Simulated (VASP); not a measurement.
# Os2Pd: single point with PBE

The system is Os2Pd.

```xyz
3
Lattice="-1.5897 1.5897 3.8998 1.5897 -1.5897 3.8998 1.5897 1.5897 -3.8998" Properties=species:S:1:pos:R:3 pbc="T T T"
Pd    0.0000    0.0000    0.0000
Os    0.0000    0.0000    5.1868
Os    0.0000    0.0000    2.6129
```

```yaml
Program: VASP 6.6.1
Task: single point
Functional: PBE
Potentials_or_basis: VASP PAW PBE potentials, release 64 (Pd, Os)
Cutoff: 520 eV
k_mesh: 8 × 8 × 8
Occupations: gaussian, width 0.1 eV
Spin: no spin polarisation
Dipole_correction: no
Further_INCAR_settings: ALGO = Normal; EDIFF = 1e-06; NBANDS = 20
```

| Property | Result |
| --- | --- |
| Pressure | 49.3 GPa |
| Largest force | 0.899 eV/Å |
| Band gap on the k mesh | zero (bands 13 and 14 overlap by 1.64 eV) |

Forces on the atoms (eV/Å):
```
Pd   0.000  0.000  0.000
Os   0.000  0.000  0.899
Os   0.000  0.000 -0.899
```

Stress tensor (GPa, compression positive):
```
42.24  0.00  0.00
 0.00 42.24  0.00
 0.00  0.00 63.29
```

Levels at points of the mesh, in eV from the Fermi level:
| k point | band 10 | band 11 | band 12 | band 13 | band 14 | band 15 | band 16 | band 17 |
| --- | --- | --- | --- | --- | --- | --- | --- | --- |
| (0.00, 0.00, 0.00) | -2.28 | -2.28 | -2.00 | -2.00 | -0.74 | 0.50 | 1.07 | 6.26 |
| (0.50, 0.00, 0.00) | -1.37 | -0.68 | -0.64 | 0.49 | 1.03 | 1.39 | 1.51 | 1.97 |
| (0.50, 0.50, 0.00) | -2.33 | -1.33 | -0.83 | 0.11 | 0.36 | 0.38 | 2.29 | 6.13 |
| (0.50, 0.50, 0.50) | -3.06 | -2.49 | -1.31 | -0.33 | 1.90 | 1.90 | 2.01 | 2.48 |

Wall time 44 s on 1 thread of Intel(R) Xeon(R) 6975P-C (Granite Rapids), on a shared host, peak memory 0.23 GiB.

Caveat: the stress differs along the axes, from 42 to 63 GPa; spin-orbit coupling is left out, which moves the levels of the heavy elements.
